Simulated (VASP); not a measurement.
# Mg (Cmcm) in VASP: notebook

Runs on Mg. Level: PBEsol. Tasks: single point.

Everything below comes from runs of VASP 6.6.1. Logs are shortened: lines on timing, memory, paths and dates and some standing lists are left out, and cuts for length are marked.

**1. The cell of the first run**

The structure is orthorhombic, space group Cmcm (No. 63). The conventional cell has a = 2.728 Å, b = 5.559 Å, c = 5.210 Å, α = 90.00°, β = 90.00°, γ = 90.00°. Mg (site symmetry m2m) has 12 Mg at 2.73 to 3.20 Å within 3.6 Å.

**2. Single point, PBEsol (strain -0.1500 x Voigt [1, 0, 0, 0, 0, 0])**

The input, INCAR:

```
PREC     = Accurate       # precision mode
ENCUT    = 520            # plane-wave cutoff, eV
EDIFF    = 1E-6           # SCF threshold, eV
ISMEAR   = 0              # smearing method
SIGMA    = 0.15           # smearing width, eV
LREAL    = F              # projectors in reciprocal space
LASPH    = T              # aspherical terms in the spheres
NELM     = 60             # most SCF steps
ALGO     = Fast           # electronic algorithm
ISIF     = 2              # what is computed and relaxed
LWAVE    = F              # write WAVECAR
LCHARG   = T              # write CHGCAR
GGA      = PS             # functional
LELF     = T              # ELF
LVHAR    = T            
NBANDS   = 9              # bands
```

The input, KPOINTS:

```
Automatic mesh
0
Gamma
  18 18 10
```

The input, POSCAR:

```
Mg
1.0
    2.7278808026      0.0000000000      0.0000000000
   -1.3639404013      2.7793106748      0.0000000000
    0.0000000000      0.0000000000      5.2103300000
Mg
2
Direct
    0.3333333333      0.6666666667      0.2500000000
    0.6666666667      0.3333333333      0.7500000000
```

Potentials or basis: VASP PAW PBE potentials, release 64 (Mg).

Run with:

```bash
cat potpaw_PBE.64/Mg/POTCAR > POTCAR
mpirun -np 1 vasp_std > vasp.out
```

OUTCAR:

```text
PREC = Accurate
   ENCUT = 520
   EDIFF = 1E-6
   ISMEAR = 0
   LREAL = F
   LASPH = T
   NELM = 60
   ISIF = 2
   GGA = PS

 ion  position               nearest neighbor table
   1  0.333  0.667  0.250-   2 3.08   2 3.08   2 3.08   2 3.08   2 3.20   2 3.20
   2  0.667  0.333  0.750-   1 3.08   1 3.08   1 3.08   1 3.08   1 3.20   1 3.20

  LATTYP: Found a base centered orthorhombic cell.
 ALAT       =     2.7278808026
 B/A-ratio  =     2.0377068325
 C/A-ratio  =     1.9100284716

  Lattice vectors:

 A1 = (   1.3639404013,  -2.7793106748,   0.0000000000)
 A2 = (   1.3639404013,   2.7793106748,   0.0000000000)
 A3 = (   0.0000000000,   0.0000000000,   5.2103300000)

Analysis of symmetry for initial positions (statically):
=====================================================================
 Subroutine PRICEL returns:
 Original cell was already a primitive cell.

 Routine SETGRP: Setting up the symmetry group for a
 base centered orthorhombic supercell.

 Subroutine GETGRP returns: Found  8 space group operations
 (whereof  4 operations were pure point group operations)
 out of a pool of  8 trial point group operations.

The static configuration has the point symmetry C_2h.
 The point group associated with its full space group is D_2h.

Analysis of symmetry for dynamics (positions and initial velocities):
=====================================================================
 Subroutine PRICEL returns:
 Original cell was already a primitive cell.

 Routine SETGRP: Setting up the symmetry group for a
 base centered orthorhombic supercell.

 Subroutine GETGRP returns: Found  8 space group operations
 (whereof  4 operations were pure point group operations)
 out of a pool of  8 trial point group operations.

The dynamic configuration has the point symmetry C_2h.
 The point group associated with its full space group is D_2h.

 Subroutine INISYM returns: Found  8 space group operations
 (whereof  4 operations are pure point group operations),
 and found     1 'primitive' translations

----------------------------------------------------------------------------------------

                                     Primitive cell

  volume of cell :      39.5028

  direct lattice vectors                    reciprocal lattice vectors
     2.727880803  0.000000000  0.000000000     0.366584933  0.179900723  0.000000000
    -1.363940401  2.779310675  0.000000000     0.000000000  0.359801446  0.000000000
     0.000000000  0.000000000  5.210330000     0.000000000  0.000000000  0.191926423

  length of vectors
     2.727880803  3.095949167  5.210330000     0.408348850  0.359801446  0.191926423

  position of ions in fractional coordinates (direct lattice)
     0.333333333  0.666666667  0.250000000
     0.666666667  0.333333333  0.750000000

  ion indices of the primitive-cell ions
   primitive index   ion index
                 1           1
                 2           2

----------------------------------------------------------------------------------------

 KPOINTS: Automatic mesh

Automatic generation of k-mesh.
 Grid dimensions read from file:
 generate k-points for:   18   18   10

 Generating k-lattice:

  Cartesian coordinates                     Fractional coordinates (reciprocal lattice)
     0.020365830  0.009994485  0.000000000     0.055555556  0.000000000  0.000000000
     0.000000000  0.019988969  0.000000000     0.000000000  0.055555556  0.000000000
     0.000000000  0.000000000  0.019192642     0.000000000  0.000000000  0.100000000

  Length of vectors
     0.022686047  0.019988969  0.019192642

  Shift w.r.t. Gamma in fractional coordinates (k-lattice)
     0.000000000  0.000000000  0.000000000

 Subroutine IBZKPT returns following result:
 ===========================================

 Found    546 irreducible k-points:

 Following reciprocal coordinates:
            Coordinates               Weight
  0.000000  0.000000  0.000000      1.000000
  0.055556  0.000000  0.000000      4.000000
  0.111111  0.000000  0.000000      4.000000
  0.166667  0.000000  0.000000      4.000000
  0.222222  0.000000  0.000000      4.000000
  0.277778  0.000000  0.000000      4.000000
[... 16 lines left out ...]
 -0.333333  0.055556  0.000000      4.000000
 -0.277778  0.055556  0.000000      4.000000
 [... further k-points ...]
   k-points           NKPTS =    546   k-points in BZ     NKDIM =    546   number of bands    NBANDS=      9
   number of dos      NEDOS =    301   number of ions     NIONS =      2
   total plane-waves  NPLWV =  19200
   dimension x,y,z NGX =    20 NGY =   24 NGZ =   40
   dimension x,y,z NGXF=    40 NGYF=   48 NGZF=   80
   ions per type =               2
   NGX,Y,Z   is equivalent  to a cutoff of  12.19, 12.89, 12.76 a.u.
   NGXF,Y,Z  is equivalent  to a cutoff of  24.38, 25.77, 25.53 a.u.
 SYSTEM =  unknown system
   PREC   = accura    normal or accurate (medium, high low for compatibility)
   ISTART =      0    job   : 0-new  1-cont  2-samecut
   ICHARG =      2    charge: 1-file 2-atom 10-const
   ISPIN  =      1    spin polarized calculation?
   LNONCOLLINEAR =      F non collinear calculations
   LSORBIT =      F    spin-orbit coupling
   LASPH  =      T    aspherical Exc in radial PAW
   ENCUT  =  520.0 eV  38.22 Ry    6.18 a.u.   5.07  5.76  9.69*2*pi/ulx,y,z
   NELM   =     60;   NELMIN=  2; NELMDL= -5     # of ELM steps
   EDIFF  = 0.1E-05   stopping-criterion for ELM
   LREAL  =      F    real-space projection
   EDIFFG = 0.1E-04   stopping-criterion for IOM
   NSW    =      0    number of steps for IOM
   IBRION =     -1    ionic relax: 0-MD 1-quasi-New 2-CG
   NFREE  =      0    steps in history (QN), initial steepest desc. (CG)
   ISIF   =      2    stress and relaxation
   ISYM   =      2    0-nonsym 1-usesym 2-fastsym
   POTIM  = 0.5000    time-step for ionic-motion
   TEBEG  =    0.0;   TEEND  =   0.0 temperature during run
   PSTRESS=    0.0 pullay stress
   NELECT =       4.0000    total number of electrons
   NUPDOWN=      -1.0000    fix difference up-down
   EMIN   =  10.00;   EMAX   =-10.00  energy-range for DOS
   EFERMI =   0.00;   METHOD = LEGACY
   ISMEAR =     0;   SIGMA  =   0.15  broadening in eV -4-tet -1-fermi 0-gaus
   EFERMI_NEDOS =   21; number of points for ismear=-14 and -15
   IALGO  =     68    algorithm
   IMIX   =      4    mixing-type and parameters
     AMIX     =   0.40;   BMIX     =  1.00
     AMIX_MAG =   1.60;   BMIX_MAG =  1.00
  volume/ion in A,a.u.               =      19.75       133.29
  Fermi-wavevector in a.u.,A,eV,Ry     =   0.763049  1.441953  7.921901  0.582243
  Thomas-Fermi vector in A             =   1.862645
   LORBIT       =      0    0 simple, 1 ext, 2 COOP (PROOUT), +10 PAW based schemes
   GGA     = PS    functional components
   LHFCALC =     F    Hartree Fock is set to
   AEXX    =    0.0000 exact exchange contribution
   IVDW    =     0    specifies the selected vdW correction
   LEPSILON=     F    determine dielectric tensor
   LRPA    =     F    only Hartree local field effects (RPA)
 non-spin polarized calculation
 RMM-DIIS sequential band-by-band and
 Gauss-broadening in eV      SIGMA  =   0.15
  energy-cutoff  :      520.00
  volume of cell :       39.50
 maximum number of plane-waves:      1085
   NGX = 11   NGY = 11   NGZ = 19

 number of electron       4.0000000 magnetization

 Free energy of the ion-electron system (eV)
  ---------------------------------------------------
  ext. energy  EPLUGINS =         0.00000000
  ---------------------------------------------------
  free energy    TOTEN  =        -3.15170296 eV

  energy without entropy =       -3.14326078  energy(sigma->0) =       -3.14748187

 E-fermi :   3.3610     XC(G=0):  -9.0150

 val. band max:        3.3415487032   @ k =   0.1667   0.3333   0.2000
 cond. band min:       3.3704547777   @ k =   0.0000   0.3889   0.3000
 fundamental gap:      0.0289060744
 Fermi energy:         3.3609831995

 k-point     1 :       0.0000    0.0000    0.0000
  band No.  band energies     occupation
      1      -4.1817      2.00000
      2       1.0394      2.00000
      3       1.4192      2.00000
      4      13.7779      0.00000
      5      13.8099      0.00000
      6      15.6240      0.00000
      7      17.0447      0.00000
      8      17.8159      0.00000
      9      18.3981      0.00000

 k-point     2 :       0.0556    0.0000    0.0000
  band No.  band energies     occupation
      1      -4.1040      2.00000
      2       1.1095      2.00000
      3       1.4948      2.00000
      4      12.9782      0.00000
      5      14.5794      0.00000
      6      15.4722      0.00000
      7      16.9522      0.00000
      8      17.0914      0.00000
      9      17.8096      0.00000

 k-point     3 :       0.1111    0.0000    0.0000
  band No.  band energies     occupation
      1      -3.8712      2.00000
      2       1.3197      2.00000
      3       1.7200      2.00000
      4      12.2179      0.00000
      5      14.1269      0.00000
      6      15.1735      0.00000
      7      16.7587      0.00000
      8      16.8013      0.00000
      9      17.1471      0.00000

 k-point     4 :       0.1667    0.0000    0.0000
  band No.  band energies     occupation
      1      -3.4849      2.00000
      2       1.6703      2.00000
      3       2.0903      2.00000
      4      11.4444      0.00000
      5      12.3896      0.00000
      6      14.9156      0.00000
      7      16.0210      0.00000
      8      16.4732      0.00000
      9      16.7905      0.00000
[... 205 lines left out ...]
 k-point    22 :      -0.3889    0.0556    0.0000
  band No.  band energies     occupation
      1      -0.8125      2.00000
      2       4.1596      0.00000
      3       4.1997      0.00000
      4       6.0822      0.00000
      5       9.9893      0.00000
      6      10.2545      0.00000
      7      11.0899      0.00000
      8      13.7264      0.00000
      9      15.0446      0.00000

 k-point    23 :      -0.3333    0.0556    0.0000
  band No.  band energies     occupation
      1      -1.7251      2.00000
      2       3.2965      1.45708
      3       3.6664      0.00399
      4       7.4362      0.00000
      5      11.0379      0.00000
      6      11.6357      0.00000
      7      11.9324      0.00000
      8      14.3139      0.00000
      9      15.6545      0.00000

 k-point    24 :      -0.2778    0.0556    0.0000
  band No.  band energies     occupation
      1      -2.4981      2.00000
      2       2.5762      2.00000
      3       3.0059      1.99919
      4       9.1429      0.00000
      5      11.9438      0.00000
      6      12.3197      0.00000
      7      13.7297      0.00000
      8      15.1252      0.00000
      9      16.3623      0.00000

 [... further k-points ...]
[... 5 lines left out ...]
  --------------------------------------------------------------------------------------
  -------------------------------------------------------------------------------------
  Total        4.8097254      0.5556949      0.4599367      0.0000000     -0.0000000      0.0000000
  in kB      195.0756885     22.5382017     18.6543833      0.0000000     -0.0000000      0.0000000
  external PRESSURE =      78.7560912 kB  Pullay stress =       0.0000000 kB

 VOLUME and BASIS-vectors are now :
 -----------------------------------------------------------------------------
  energy-cutoff  :      520.00
  volume of cell :       39.50
      direct lattice vectors                 reciprocal lattice vectors
     2.727880803  0.000000000  0.000000000     0.366584933  0.179900723  0.000000000
    -1.363940401  2.779310675  0.000000000     0.000000000  0.359801446  0.000000000
     0.000000000  0.000000000  5.210330000     0.000000000  0.000000000  0.191926423

 POSITION                                       TOTAL-FORCE (eV/Angst)
 -----------------------------------------------------------------------------------
     -0.00000      1.85287      1.30258         0.000000      0.153222      0.000000
      1.36394      0.92644      3.90775         0.000000     -0.153222     -0.000000
 -----------------------------------------------------------------------------------
    total drift:                               -0.000000      0.000000     -0.000000

  FREE ENERGIE OF THE ION-ELECTRON SYSTEM (eV)
  ---------------------------------------------------
  free  energy   TOTEN  =        -3.1517029561 eV

  energy  without entropy=       -3.1432607800  energy(sigma->0) =       -3.14748187
```

Run time: 78 s. Hardware: 1 thread of Intel Xeon Platinum 8259CL at 2.50GHz (Skylake/Cascade Lake), shared host; peak memory 0.3 GiB.

What came out:

| Item | Value |
| --- | --- |
| Free energy | -3.1517 eV |
| Pressure | 7.9 GPa |
| Largest force | 0.153 eV/Å |
| Band gap on the k mesh | zero (band 2 reaches 4.60 eV, above the bottom of band 3 at 1.42 eV) |

Forces in eV/Å, atoms in the order of the input:
```
Mg   0.000  0.153  0.000
Mg   0.000 -0.153  0.000
```

Levels at points of the mesh, in eV from the Fermi level:
```csv
k point,band 1,band 2,band 3,band 4,band 5
"(0.00, 0.00, 0.00)",-7.54,-2.32,-1.94,10.42,10.45
"(0.50, 0.00, 0.00)",-1.69,-1.33,3.36,3.44,3.68
"(0.00, 0.50, 0.00)",-2.82,-2.78,1.90,2.38,2.52
"(0.00, 0.00, 0.50)",-6.16,-6.16,4.27,4.27,11.27
"(0.50, 0.00, 0.50)",-0.68,-0.68,0.41,0.41,8.14
"(0.00, 0.50, 0.50)",-1.77,-1.77,-1.14,-1.14,8.34
```

Caveat: the cell differs from its parent crystal (strain -0.1500 x Voigt [1, 0, 0, 0, 0, 0]); the PAW data sets were made with another functional, which shifts forces and pressure a little.

(Part 1 of 2 ends here.)
